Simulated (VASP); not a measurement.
# SrVO3 (Pm-3m) in VASP: single point with PBEsol+U

Aim: the single point of SrVO3 with PBEsol+U.

Program: VASP 6.6.1. These are calculated values, not measurements. Logs are shortened: lines on timing, memory, paths and dates and some standing lists are left out, and cuts for length are marked.

### 1 The cell of the first run

The structure is cubic, space group Pm-3m (No. 221). Conventional cell: a = 3.841 Å, b = 3.841 Å, c = 3.841 Å, α = 90.00°, β = 90.00°, γ = 90.00°. Sr (site symmetry m-3m) has 12 O at 2.72 Å and 8 V at 3.33 Å within 3.6 Å. Within 2.5 Å of V (site symmetry m-3m) lie 6 O at 1.92 Å. O (site symmetry 4/mmm) has 2 V at 1.92 Å within 2.5 Å.

### 2 Single point, PBEsol+U, collinear spin

INCAR reads:

```
SYSTEM = SrVO3
PREC = Accurate ; ENCUT = 520
EDIFF = 1E-6 ; ISMEAR = 0
SIGMA = 0.05 ; LREAL = .FALSE.
LASPH = .TRUE. ; NELM = 150
ALGO = Normal ; ISIF = 2
LWAVE = .FALSE. ; LCHARG = .FALSE.
ISPIN = 2 ; MAGMOM = 0 1.26 -0.15 -0.15 -0.21
LORBIT = 11 ; LMAXMIX = 4
LDAU = .TRUE. ; LDAUTYPE = 2
LDAUL = -1 2 -1 ; LDAUU = 0 8 0
LDAUJ = 0 0 0 ; LDAUPRINT = 1
GGA = PS ; NBANDS = 32
```

KPOINTS reads:

```
Automatic mesh
0
G
  5 5 5
  0 0 0
```

POSCAR reads:

```
SrVO3
1.0
    3.8408994000      0.0000000000      0.0000000000
    0.0000000000      3.8408994000      0.0000000000
    0.0000000000      0.0000000000      3.8408994000
Sr V O
1 1 3
Direct
    0.5000000000      0.5000000000      0.5000000000
    0.0000000000      0.0000000000      0.0000000000
    0.5000000000      0.0000000000      0.0000000000
    0.0000000000      0.5000000000      0.0000000000
    0.0000000000      0.0000000000      0.5000000000
```

Potentials or basis: VASP PAW PBE potentials, release 64 (Sr_sv, V_sv, O).

Started as:

```sh
$ cat potpaw_PBE.64/Sr_sv/POTCAR potpaw_PBE.64/V_sv/POTCAR potpaw_PBE.64/O/POTCAR > POTCAR
$ mpirun -np 1 vasp_std > vasp.out
```

OUTCAR:

```text
SYSTEM = SrVO3
   PREC = Accurate
   ENCUT = 520
   EDIFF = 1E-6
   ISMEAR = 0
   LREAL = .FALSE.
   LASPH = .TRUE.
   NELM = 150
   ISIF = 2
   ISPIN = 2
   LORBIT = 11
   GGA = PS

 ion  position               nearest neighbor table
   1  0.500  0.500  0.500-   3 2.72   4 2.72   5 2.72   3 2.72   4 2.72   3 2.72   5 2.72   3 2.72
                             4 2.72   5 2.72   4 2.72   5 2.72   2 3.33   2 3.33   2 3.33   2 3.33
   2  0.000  0.000  0.000-   3 1.92   4 1.92   5 1.92   5 1.92   4 1.92   3 1.92   1 3.33   1 3.33
                             1 3.33   1 3.33   1 3.33   1 3.33   1 3.33   1 3.33
   3  0.500  0.000  0.000-   2 1.92   2 1.92   1 2.72   1 2.72   1 2.72   1 2.72
   4  0.000  0.500  0.000-   2 1.92   2 1.92   1 2.72   1 2.72   1 2.72   1 2.72
   5  0.000  0.000  0.500-   2 1.92   2 1.92   1 2.72   1 2.72   1 2.72   1 2.72

  LATTYP: Found a simple cubic cell.
 ALAT       =     3.8408994000

  Lattice vectors:

 A1 = (   3.8408994000,   0.0000000000,   0.0000000000)
 A2 = (   0.0000000000,   3.8408994000,   0.0000000000)
 A3 = (   0.0000000000,   0.0000000000,   3.8408994000)

Analysis of symmetry for initial positions (statically):
=====================================================================
 Subroutine PRICEL returns:
 Original cell was already a primitive cell.

 Routine SETGRP: Setting up the symmetry group for a
 simple cubic supercell.

 Subroutine GETGRP returns: Found 48 space group operations
 (whereof 48 operations were pure point group operations)
 out of a pool of 48 trial point group operations.

The static configuration has the point symmetry O_h .

Analysis of symmetry for dynamics (positions and initial velocities):
=====================================================================
 Subroutine PRICEL returns:
 Original cell was already a primitive cell.

 Routine SETGRP: Setting up the symmetry group for a
 simple cubic supercell.

 Subroutine GETGRP returns: Found 48 space group operations
 (whereof 48 operations were pure point group operations)
 out of a pool of 48 trial point group operations.

The dynamic configuration has the point symmetry O_h .

Analysis of structural, dynamic, and magnetic symmetry:
=====================================================================
 Subroutine PRICEL returns:
 Original cell was already a primitive cell.

 Routine SETGRP: Setting up the symmetry group for a
 simple cubic supercell.

 Subroutine GETGRP returns: Found 16 space group operations
 (whereof 16 operations were pure point group operations)
 out of a pool of 48 trial point group operations.

The overall configuration has the point symmetry D_4h.

 Subroutine INISYM returns: Found 16 space group operations
 (whereof 16 operations are pure point group operations),
 and found     1 'primitive' translations

----------------------------------------------------------------------------------------

                                     Primitive cell

  volume of cell :      56.6629

  direct lattice vectors                    reciprocal lattice vectors
     3.840899400  0.000000000  0.000000000     0.260355686  0.000000000  0.000000000
     0.000000000  3.840899400  0.000000000     0.000000000  0.260355686  0.000000000
     0.000000000  0.000000000  3.840899400     0.000000000  0.000000000  0.260355686

  length of vectors
     3.840899400  3.840899400  3.840899400     0.260355686  0.260355686  0.260355686

  position of ions in fractional coordinates (direct lattice)
     0.500000000  0.500000000  0.500000000
     0.000000000  0.000000000  0.000000000
     0.500000000  0.000000000  0.000000000
     0.000000000  0.500000000  0.000000000
     0.000000000  0.000000000  0.500000000

  ion indices of the primitive-cell ions
   primitive index   ion index
                 1           1
                 2           2
                 3           3
[... 89 lines left out ...]
  Fermi-wavevector in a.u.,A,eV,Ry     =   1.469726  2.777380 29.389889  2.160096
  Thomas-Fermi vector in A             =   2.585069
   LORBIT       =     11    0 simple, 1 ext, 2 COOP (PROOUT), +10 PAW based schemes
 LDA+U is selected, type is set to LDAUTYPE =  2
   angular momentum for each species LDAUL =    -1    2   -1
   U (eV)           for each species LDAUU =   0.0  8.0  0.0
   J (eV)           for each species LDAUJ =   0.0  0.0  0.0
   GGA     = PS    functional components
   LHFCALC =     F    Hartree Fock is set to
   AEXX    =    0.0000 exact exchange contribution
   IVDW    =     0    specifies the selected vdW correction
   LEPSILON=     F    determine dielectric tensor
   LRPA    =     F    only Hartree local field effects (RPA)
 spin polarized calculation
 Gauss-broadening in eV      SIGMA  =   0.05
  energy-cutoff  :      520.00
  volume of cell :       56.66
 maximum number of plane-waves:      1551
 NGX is ok and might be reduce to    30
   NGX = 15   NGY = 15   NGZ = 15

atom =   2  type =  2  l = 2

 onsite density matrix

spin component  1

  0.5149  0.0000  0.0000  0.0000  0.0000
  0.0000  0.4692 -0.0000  0.0000 -0.0000
  0.0000 -0.0000  0.3004 -0.0000 -0.0000
  0.0000  0.0000 -0.0000  0.4692 -0.0000
  0.0000 -0.0000 -0.0000 -0.0000  0.2986

spin component  2

  0.0745 -0.0000  0.0000 -0.0000 -0.0000
 -0.0000  0.0757  0.0000  0.0000  0.0000
  0.0000  0.0000  0.2610  0.0000 -0.0000
 -0.0000  0.0000  0.0000  0.0757  0.0000
 -0.0000  0.0000 -0.0000  0.0000  0.2601

 occupancies and eigenvectors

  o =  0.0745  v =  0.0000  0.0000  0.0000  0.0000  0.0000  1.0000  0.0000  0.0000  0.0000  0.0000      0.0000  0.0000  0.0000  0.0000  0.0000  0.0000  0.0000  0.0000  0.0000  0.0000
  o =  0.0757  v =  0.0000  0.0000  0.0000  0.0000  0.0000  0.0000 -0.9227 -0.0000 -0.3854 -0.0000      0.0000  0.0000  0.0000  0.0000  0.0000  0.0000  0.0000  0.0000  0.0000  0.0000
  o =  0.0757  v =  0.0000  0.0000  0.0000  0.0000  0.0000  0.0000 -0.3854  0.0000  0.9227 -0.0000      0.0000  0.0000  0.0000  0.0000  0.0000  0.0000  0.0000  0.0000  0.0000  0.0000
  o =  0.2601  v =  0.0000  0.0000  0.0000  0.0000  0.0000  0.0000 -0.0000  0.0000  0.0000  1.0000      0.0000  0.0000  0.0000  0.0000  0.0000  0.0000  0.0000  0.0000  0.0000  0.0000
  o =  0.2610  v =  0.0000  0.0000  0.0000  0.0000  0.0000  0.0000 -0.0000  1.0000  0.0000 -0.0000      0.0000  0.0000  0.0000  0.0000  0.0000  0.0000  0.0000  0.0000  0.0000  0.0000
  o =  0.2986  v =  0.0000  0.0000  0.0000  0.0000  1.0000  0.0000  0.0000  0.0000  0.0000  0.0000      0.0000  0.0000  0.0000  0.0000  0.0000  0.0000  0.0000  0.0000  0.0000  0.0000
  o =  0.3004  v =  0.0000 -0.0000 -1.0000 -0.0000  0.0000  0.0000  0.0000  0.0000  0.0000  0.0000      0.0000  0.0000  0.0000  0.0000  0.0000  0.0000  0.0000  0.0000  0.0000  0.0000
  o =  0.4692  v =  0.0000  0.7841 -0.0000 -0.6206  0.0000  0.0000  0.0000  0.0000  0.0000  0.0000      0.0000  0.0000  0.0000  0.0000  0.0000  0.0000  0.0000  0.0000  0.0000  0.0000
  o =  0.4692  v =  0.0000  0.6206 -0.0000  0.7841 -0.0000  0.0000  0.0000  0.0000  0.0000  0.0000      0.0000  0.0000  0.0000  0.0000  0.0000  0.0000  0.0000  0.0000  0.0000  0.0000
  o =  0.5149  v =  1.0000  0.0000  0.0000  0.0000  0.0000  0.0000  0.0000  0.0000  0.0000  0.0000      0.0000  0.0000  0.0000  0.0000  0.0000  0.0000  0.0000  0.0000  0.0000  0.0000

 number of electron      41.0000017 magnetization       0.9999742

 Free energy of the ion-electron system (eV)
  ---------------------------------------------------
  ext. energy  EPLUGINS =         0.00000000
  ---------------------------------------------------
  free energy    TOTEN  =       -33.83828571 eV

  energy without entropy =      -33.83570194  energy(sigma->0) =      -33.83699382

 E-fermi :   5.5007     XC(G=0): -11.8405

 val. band max:        5.4990456244   @ k =   0.4000   0.2000   0.2000
 cond. band min:       5.8397604967   @ k =   0.0000   0.4000   0.4000
 fundamental gap:      0.3407148723
 Fermi energy:         5.5006528716

 spin component 1

 k-point     1 :       0.0000    0.0000    0.0000
  band No.  band energies     occupation
      1     -61.0118      1.00000
      2     -34.9358      1.00000
      3     -34.9094      1.00000
      4     -34.9094      1.00000
      5     -28.1058      1.00000
      6     -13.3552      1.00000
[... 619 lines left out ...]
     31      15.2388      0.00000
     32      18.6410      0.00000
 Fermi energy:         5.5006528716

 spin component 2

 k-point     1 :       0.0000    0.0000    0.0000
  band No.  band energies     occupation
      1     -59.6665      1.00000
      2     -33.6372      1.00000
      3     -33.5656      1.00000
      4     -33.5656      1.00000
      5     -28.1103      1.00000
      6     -13.4770      1.00000
[... 619 lines left out ...]
     31      15.2772      0.00000
     32      18.6174      0.00000

------------------------ aborting loop because EDIFF is reached ----------------------------------------

  FORCE on cell =-STRESS in cart. coord.  units (eV):
  Direction    XX          YY          ZZ          XY          YZ          ZX
  --------------------------------------------------------------------------------------
  -------------------------------------------------------------------------------------
  Total        2.4167116      2.4167116      2.3524668      0.0000000      0.0000000      0.0000000
  in kB       68.3339640     68.3339640     66.5174044      0.0000000      0.0000000      0.0000000
  external PRESSURE =      67.7284441 kB  Pullay stress =       0.0000000 kB

 VOLUME and BASIS-vectors are now :
 -----------------------------------------------------------------------------
  energy-cutoff  :      520.00
  volume of cell :       56.66
      direct lattice vectors                 reciprocal lattice vectors
     3.840899400  0.000000000  0.000000000     0.260355686  0.000000000  0.000000000
     0.000000000  3.840899400  0.000000000     0.000000000  0.260355686  0.000000000
     0.000000000  0.000000000  3.840899400     0.000000000  0.000000000  0.260355686

 POSITION                                       TOTAL-FORCE (eV/Angst)
 -----------------------------------------------------------------------------------
      1.92045      1.92045      1.92045         0.000000      0.000000      0.000000
      0.00000      0.00000      0.00000         0.000000      0.000000      0.000000
      1.92045      0.00000      0.00000         0.000000      0.000000      0.000000
      0.00000      1.92045      0.00000         0.000000      0.000000      0.000000
      0.00000      0.00000      1.92045         0.000000      0.000000      0.000000
 -----------------------------------------------------------------------------------
    total drift:                               -0.000000     -0.000000      0.000000

  FREE ENERGIE OF THE ION-ELECTRON SYSTEM (eV)
  ---------------------------------------------------
  free  energy   TOTEN  =       -33.8382857064 eV

  energy  without entropy=      -33.8357019382  energy(sigma->0) =      -33.83699382

 total charge

# of ion       s       p       d       tot
------------------------------------------
    1        1.999   5.767   0.226   7.993
    2        2.305   6.379   2.766  11.449
    3        1.559   3.492   0.000   5.050
    4        1.559   3.492   0.000   5.050
    5        1.558   3.493   0.000   5.051
--------------------------------------------------
tot          8.980  22.622   2.992  34.594

 magnetization (x)

# of ion       s       p       d       tot
------------------------------------------
    1       -0.001  -0.004   0.000  -0.004
    2        0.011   0.014   1.300   1.325
    3       -0.004  -0.113   0.000  -0.116
    4       -0.004  -0.113   0.000  -0.116
    5       -0.003  -0.110   0.000  -0.113
--------------------------------------------------
tot         -0.000  -0.325   1.301   0.976
```

Wall time 3.6 min (1 thread of AMD EPYC, shared host); peak memory 0.19 GiB.

What came out:

```
Free energy                                           : -33.8383 eV
Pressure                                              : 6.8 GPa
Band gap on the k mesh                                : zero (filled and empty bands overlap)
Net moment                                            : 1.00 μB per cell
Site moments                                          : Sr -0.00; V +1.32; O -0.12, -0.11 (each value once) μB
Valence electrons inside the program's atomic spheres : Sr 7.99; V 11.45; O 5.05
```

Eigenvalues of the final occupation matrices:
| site | spin | trace | eigenvalues |
| --- | --- | --- | --- |
| site 2 d | 1 | 2.05 | 0.30 0.30 0.47 0.47 0.51 |
| site 2 d | 2 | 0.75 | 0.07 0.08 0.08 0.26 0.26 |

Caveat: the cell stands under pressure; the PAW data sets were made with another functional, which shifts forces and pressure a little.
